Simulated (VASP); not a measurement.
## Rh: single point with PBEsol

Crystal: Rh.

```
Rh
1.0
     2.73098    0.00000    0.00000
    -1.36549    2.36510    0.00000
     0.00000    0.00000    4.42849
Rh
2
Cartesian
  1.2155 0.6384 3.3214
  0.0000 1.5767 1.1071
```

This cell differs from its parent crystal: atom 1 (Rh) moved by (-0.150, -0.150) A along x and y.

```yaml
Program: VASP 6.6.1
Task: single point
Functional: PBEsol
Potentials_or_basis: VASP PAW PBE potentials, release 64 (Rh_pv)
Cutoff: 520 eV
k_mesh: 18 × 18 × 12
Occupations: gaussian, width 0.15 eV
Spin: no spin polarisation
```

| Property | Result |
| --- | --- |
| Pressure | -12.5 GPa |
| Largest force | 0.665 eV/Å |
| Band gap on the k mesh | zero (bands 15 and 16 overlap by 2.34 eV) |

Forces on the atoms (eV/Å):
```
Rh   0.431  0.507  0.000
Rh  -0.431 -0.507  0.000
```

Stress tensor (GPa, compression positive):
```
-14.02  -0.70   0.00
 -0.70 -11.70   0.00
  0.00   0.00 -11.82
```

Levels at points of the mesh, in eV from the Fermi level:
| k point | band 12 | band 13 | band 14 | band 15 | band 16 | band 17 | band 18 | band 19 |
| --- | --- | --- | --- | --- | --- | --- | --- | --- |
| (0.00, 0.00, 0.00) | -2.33 | -2.22 | -2.16 | -1.18 | -0.37 | 0.61 | 0.70 | 8.22 |
| (0.50, 0.00, 0.00) | -1.84 | -1.49 | 0.59 | 0.59 | 0.71 | 2.32 | 5.50 | 9.14 |
| (0.00, 0.50, 0.00) | -2.43 | -2.19 | 0.38 | 0.43 | 0.79 | 3.35 | 4.50 | 10.69 |
| (0.50, 0.50, 0.00) | -2.28 | -2.19 | 0.35 | 0.44 | 0.74 | 3.07 | 4.78 | 10.24 |
| (0.00, 0.00, 0.50) | -2.94 | -2.81 | -2.81 | -0.59 | -0.59 | -0.27 | -0.27 | 14.64 |
| (0.50, 0.00, 0.50) | -1.62 | -0.85 | -0.85 | 0.63 | 0.63 | 3.28 | 3.28 | 8.31 |
| (0.00, 0.50, 0.50) | -1.42 | 0.23 | 0.23 | 0.61 | 0.61 | 2.14 | 2.14 | 9.32 |
| (0.50, 0.50, 0.50) | -1.42 | -0.02 | -0.02 | 0.61 | 0.61 | 2.43 | 2.43 | 9.09 |

Wall time 17 min on 1 thread of Oxide Virtual Turin-like Processor (shared host), peak memory 0.56 GiB.

Caveat: the cell differs from its parent crystal (atom 1 (Rh) moved by (-0.150, -0.150) A along x and y); the cell stands under tension; the PAW data sets were made with another functional, which shifts forces and pressure a little.
